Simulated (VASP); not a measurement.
# BeTe (F-43m) in VASP: a series of runs, part 2 of 2

VASP 6.6.1.

### Step 4. Relaxation of cell and atoms, PBEsol

This run uses another cell than the first one, of 22.71 Å³/atom, 1.003 times its volume.

Input file INCAR:

```
  PREC = Accurate
  ENCUT = 600
  EDIFF = 1E-6
  ISMEAR = -1
  SIGMA = 0.02
  LREAL = False
  LASPH = True
  NELM = 60
  ALGO = Normal
  ISIF = 3
  LWAVE = False
  LCHARG = False
  GGA = PS
  IBRION = 2
  NSW = 80
  EDIFFG = -0.005
```

Input file KPOINTS:

```
regular mesh
0
Gamma
  8 8 8
```

Input file POSCAR:

```
BeTe
1.0
    0.0000000000      2.8318743912      2.8318743912
    2.8318743912      0.0000000000      2.8318743912
    2.8318743912      2.8318743912      0.0000000000
Be Te
1 1
Direct
    0.0000000000      0.0000000000      0.0000000000
    0.2500000000      0.2500000000      0.2500000000
```

Potentials or basis: VASP PAW PBE potentials, release 64 (Be, Te).

Started as:

```console
$ cat potpaw_PBE.64/Be/POTCAR potpaw_PBE.64/Te/POTCAR > POTCAR
$ mpirun -np 1 vasp_std > vasp.out
```

OUTCAR:

```text
PREC = Accurate
   ENCUT = 600
   EDIFF = 1E-6
   ISMEAR = -1
   LREAL = False
   LASPH = True
   NELM = 60
   ISIF = 3
   GGA = PS
   IBRION = 2
   NSW = 80
   EDIFFG = -0.005

 ion  position               nearest neighbor table
   1  0.000  0.000  0.000-   2 2.45   2 2.45   2 2.45   2 2.45
   2  0.250  0.250  0.250-   1 2.45   1 2.45   1 2.45   1 2.45

  LATTYP: Found a face centered cubic cell.
 ALAT       =     5.6637487824

  Lattice vectors:

 A1 = (   0.0000000000,   2.8318743912,   2.8318743912)
 A2 = (   2.8318743912,   0.0000000000,   2.8318743912)
 A3 = (   2.8318743912,   2.8318743912,   0.0000000000)

Analysis of symmetry for initial positions (statically):
=====================================================================
 Subroutine PRICEL returns:
 Original cell was already a primitive cell.

 Routine SETGRP: Setting up the symmetry group for a
 face centered cubic supercell.

 Subroutine GETGRP returns: Found 24 space group operations
 (whereof 24 operations were pure point group operations)
 out of a pool of 48 trial point group operations.

The static configuration has the point symmetry T_d .

Analysis of symmetry for dynamics (positions and initial velocities):
=====================================================================
 Subroutine PRICEL returns:
 Original cell was already a primitive cell.

 Routine SETGRP: Setting up the symmetry group for a
 face centered cubic supercell.

 Subroutine GETGRP returns: Found 24 space group operations
 (whereof 24 operations were pure point group operations)
 out of a pool of 48 trial point group operations.

The dynamic configuration has the point symmetry T_d .

 Subroutine INISYM returns: Found 24 space group operations
 (whereof 24 operations are pure point group operations),
 and found     1 'primitive' translations

[... 125 lines left out ...]
 conjugate gradient relaxation of ions
 non-spin polarized calculation
  energy-cutoff  :      600.00
  volume of cell :       45.42
 maximum number of plane-waves:      1540
   NGX = 15   NGY = 15   NGZ = 15

--------------------------------------- Ionic step        1  -------------------------------------------

 number of electron       8.0000000 magnetization

 Free energy of the ion-electron system (eV)
  ---------------------------------------------------
  ext. energy  EPLUGINS =         0.00000000
  ---------------------------------------------------
  free energy    TOTEN  =        -8.20991776 eV

  energy without entropy =       -8.20991776  energy(sigma->0) =       -8.20991776

------------------------ aborting loop because EDIFF is reached ----------------------------------------

  FORCE on cell =-STRESS in cart. coord.  units (eV):
  Direction    XX          YY          ZZ          XY          YZ          ZX
  --------------------------------------------------------------------------------------
  -------------------------------------------------------------------------------------
  Total       -0.4420350     -0.4420350     -0.4420350      0.0000000      0.0000000      0.0000000
  in kB      -15.5924820    -15.5924820    -15.5924820      0.0000000      0.0000000      0.0000000
  external PRESSURE =     -15.5924820 kB  Pullay stress =       0.0000000 kB
[... 59 lines left out ...]
--------------------------------------- Ionic step        3  -------------------------------------------

 number of electron       8.0000000 magnetization

 Free energy of the ion-electron system (eV)
  ---------------------------------------------------
  ext. energy  EPLUGINS =         0.00000000
  ---------------------------------------------------
  free energy    TOTEN  =        -8.21603162 eV

  energy without entropy =       -8.21603162  energy(sigma->0) =       -8.21603162

 E-fermi :   5.5152     XC(G=0):  -9.2430

 val. band max:        5.1217462189   @ k =   0.0000   0.0000   0.0000
 cond. band min:       6.9495778614   @ k =   0.5000   0.5000   0.0000
 fundamental gap:      1.8278316425
 Fermi energy:         5.5152292115

 k-point     1 :       0.0000    0.0000    0.0000
  band No.  band energies     occupation
      1      -7.2808      2.00000
      2       5.1217      2.00000
      3       5.1217      2.00000
      4       5.1217      2.00000
      5       8.7122      0.00000
      6       8.7122      0.00000
      7       8.7122      0.00000
      8       8.9300      0.00000
[... 243 lines left out ...]
 k-point    24 :      -0.3750    0.2500    0.1250
  band No.  band energies     occupation
      1      -5.6595      2.00000
      2      -0.0873      2.00000
      3       2.1698      2.00000
      4       3.1731      2.00000
      5       9.2600      0.00000
      6       9.4714      0.00000
      7      11.8105      0.00000
      8      12.8711      0.00000

 [... further k-points ...]

------------------------ aborting loop because EDIFF is reached ----------------------------------------

  FORCE on cell =-STRESS in cart. coord.  units (eV):
  Direction    XX          YY          ZZ          XY          YZ          ZX
  --------------------------------------------------------------------------------------
  -------------------------------------------------------------------------------------
  Total        0.0018748      0.0018748      0.0018748      0.0000000      0.0000000     -0.0000000
  in kB        0.0679716      0.0679716      0.0679716      0.0000000      0.0000000     -0.0000000
  external PRESSURE =       0.0679716 kB  Pullay stress =       0.0000000 kB
[... 17 lines left out ...]
  FREE ENERGIE OF THE ION-ELECTRON SYSTEM (eV)
  ---------------------------------------------------
  free  energy   TOTEN  =        -8.2160316191 eV

  energy  without entropy=       -8.2160316191  energy(sigma->0) =       -8.21603162

 reached required accuracy - stopping structural energy minimisation
```

OSZICAR:

```text
N       E                     dE             d eps       ncg     rms          rms(c)
DAV:   1     0.201357765427E+02    0.20136E+02   -0.36437E+03   464   0.895E+02
DAV:   2    -0.752968277874E+01   -0.27665E+02   -0.27259E+02   624   0.103E+02
DAV:   3    -0.832822527385E+01   -0.79854E+00   -0.79854E+00   600   0.230E+01
[... 21 lines left out ...]
DAV:   2    -0.821612774517E+01    0.37079E-03   -0.82720E-04   472   0.164E-01    0.513E-02
DAV:   3    -0.821603846624E+01    0.89279E-04   -0.37852E-04   544   0.977E-02    0.262E-02
DAV:   4    -0.821603453385E+01    0.39324E-05   -0.81663E-06   512   0.220E-02    0.211E-02
DAV:   5    -0.821603154806E+01    0.29858E-05   -0.52389E-06   576   0.127E-02    0.360E-03
DAV:   6    -0.821603161907E+01   -0.71012E-07   -0.24230E-07   232   0.312E-03
   3 F= -.82160316E+01 E0= -.82160316E+01  d E =-.611386E-02
```

Wall time 20 s (1 thread of Intel Xeon Platinum 8488C (Sapphire Rapids), shared host); peak memory 0.18 GiB.

Results:

| Quantity | Value |
| --- | --- |
| Free energy | -8.2160 eV |
| Relaxed volume | 22.10 Å³/atom |
| Relaxed cell | a = 3.968 Å, b = 3.968 Å, c = 3.968 Å, α = 60.00°, β = 60.00°, γ = 60.00° |
| Space group after relaxing (to 0.05 Å) | F-43m (No. 216) |
| Energy gained by relaxing | 3.1 meV/atom |
| Ionic steps | 3 |
| Pressure after relaxing | 0.0 GPa |
| Band gap on the k mesh | 1.83 eV, indirect (least direct gap 3.59 eV) |

Step by step:
| step | energy change (eV) | largest force (eV/Å) | pressure (GPa) | volume (Å³) |
| --- | --- | --- | --- | --- |
| 1 | 0.0000 | 0.0000 | -1.56 | 45.42 |
| 2 | -0.0059 | 0.0000 | 0.29 | 43.98 |
| 3 | -0.0061 | 0.0000 | 0.01 | 44.19 |

Final structure:
```
Be Te
1.0
     0.00000    2.80612    2.80612
     2.80612    0.00000    2.80612
     2.80612    2.80612    0.00000
Be Te
1 1
Cartesian
  0.0000 0.0000 0.0000
  1.4031 1.4031 1.4031
```

Levels at points of the mesh, in eV from the valence-band top:
| k point | band 1 | band 2 | band 3 | band 4 | band 5 | band 6 | band 7 | band 8 |
| --- | --- | --- | --- | --- | --- | --- | --- | --- |
| (0.00, 0.00, 0.00) | -12.40 | 0.00 | 0.00 | 0.00 | 3.59 | 3.59 | 3.59 | 3.81 |
| (0.50, 0.00, 0.00) | -11.03 | -5.64 | -1.15 | -1.15 | 3.06 | 4.55 | 4.55 | 7.66 |
| (0.50, 0.50, 0.00) | -10.52 | -5.19 | -2.70 | -2.70 | 1.83 | 2.60 | 9.77 | 9.77 |

Caveat: the PAW data sets were made with another functional, which shifts forces and pressure a little; spin-orbit coupling is left out, which moves the levels of the heavy elements. A k mesh can miss the band edges.

### Step 5. Relaxation of cell and atoms, LDA

This run uses another cell than the first one, of 22.71 Å³/atom, 1.003 times its volume.

Input file INCAR:

```
PREC = Accurate
ENCUT = 600
EDIFF = 1E-7
ISMEAR = -1
SIGMA = 0.02
LREAL = False
LASPH = True
NELM = 80
ALGO = Normal
ISIF = 3
LWAVE = False
LCHARG = False
IBRION = 2
NSW = 80
EDIFFG = -0.005
```

KPOINTS is that of step 4.

POSCAR is that of step 4.

Potentials or basis: VASP PAW LDA potentials, release 64 (Be, Te).

Started as:

```console
$ cat potpaw_LDA.64/Be/POTCAR potpaw_LDA.64/Te/POTCAR > POTCAR
$ mpirun -np 1 vasp_std > vasp.out
```

It took 17 s on 1 thread of Intel Xeon Platinum 8488C (Sapphire Rapids), shared host; peak memory 0.15 GiB.

The run converged. Its results:

| Quantity | Value |
| --- | --- |
| Free energy | -8.7268 eV |
| Relaxed volume | 21.51 Å³/atom |
| Relaxed cell | a = 3.933 Å, b = 3.933 Å, c = 3.933 Å, α = 60.00°, β = 60.00°, γ = 60.00° |
| Space group after relaxing (to 0.05 Å) | F-43m (No. 216) |
| Energy gained by relaxing | 12.1 meV/atom |
| Ionic steps | 3 |
| Pressure after relaxing | 0.0 GPa |
| Band gap on the k mesh | 1.78 eV, indirect (least direct gap 3.55 eV) |

Step by step:
| step | energy change (eV) | largest force (eV/Å) | pressure (GPa) | volume (Å³) |
| --- | --- | --- | --- | --- |
| 1 | 0.0000 | 0.0000 | -3.10 | 45.42 |
| 2 | -0.0234 | 0.0000 | 0.65 | 42.59 |
| 3 | -0.0243 | 0.0000 | 0.01 | 43.02 |

Final structure:
```cif
data_structure
_symmetry_space_group_name_H-M 'P 1'
_symmetry_Int_Tables_number 1
_cell_length_a 3.9330
_cell_length_b 3.9330
_cell_length_c 3.9330
_cell_angle_alpha 60.000
_cell_angle_beta 60.000
_cell_angle_gamma 60.000
_cell_volume 43.02
loop_
_atom_site_label
_atom_site_type_symbol
_atom_site_fract_x
_atom_site_fract_y
_atom_site_fract_z
_atom_site_occupancy
Be1 Be 0.00000 0.00000 0.00000 1
Te1 Te 0.25000 0.25000 0.25000 1
```

Levels at points of the mesh, in eV from the valence-band top:
```tsv
k point	band 1	band 2	band 3	band 4	band 5	band 6	band 7	band 8
(0.00, 0.00, 0.00)	-12.57	0.00	0.00	0.00	3.55	3.55	3.55	4.00
(0.50, 0.00, 0.00)	-11.14	-5.78	-1.19	-1.19	3.15	4.54	4.54	7.64
(0.50, 0.50, 0.00)	-10.62	-5.28	-2.79	-2.79	1.78	2.60	9.83	9.83
```

Caveat: spin-orbit coupling is left out, which moves the levels of the heavy elements.

### Step 6. Overview

| task | level | potentials or basis | cell | cutoff (eV) | smearing | gap on the mesh (eV) | pressure (GPa) | relaxed volume (Å³/atom) |
| --- | --- | --- | --- | --- | --- | --- | --- | --- |
| single point | r2SCAN | VASP PAW PBE potentials, release 64 (Be, Te) | a = 4.000 Å, angles 60.0°, 2 atoms | 520 | fermi-dirac 0.02 eV | 2.37 | 0.2 | - |
| single point | r2SCAN | VASP PAW PBE potentials, release 64 (Be, Te) | a = 4.000 Å, angles 60.0°, 2 atoms | 520 | gaussian 0.01 eV | 2.37 | 0.2 | - |
| relaxation of cell and atoms | PBEsol | VASP PAW PBE potentials, release 64 (Be, Te) | relaxed from a = 4.005 Å, angles 60.0°, 2 atoms | 600 | fermi-dirac 0.02 eV | 1.83 | 0.0 | 22.10 |
| relaxation of cell and atoms | LDA | VASP PAW LDA potentials, release 64 (Be, Te) | relaxed from a = 4.005 Å, angles 60.0°, 2 atoms | 600 | fermi-dirac 0.02 eV | 1.78 | 0.0 | 21.51 |

Alike in all rows: no spin polarisation; k mesh 8 × 8 × 8.

Caveats: spin-orbit coupling is left out, which moves the levels of the heavy elements; the PAW data sets were made with another functional, which shifts forces and pressure a little (some runs).

Absolute energies hang on the potentials; compare differences alone.
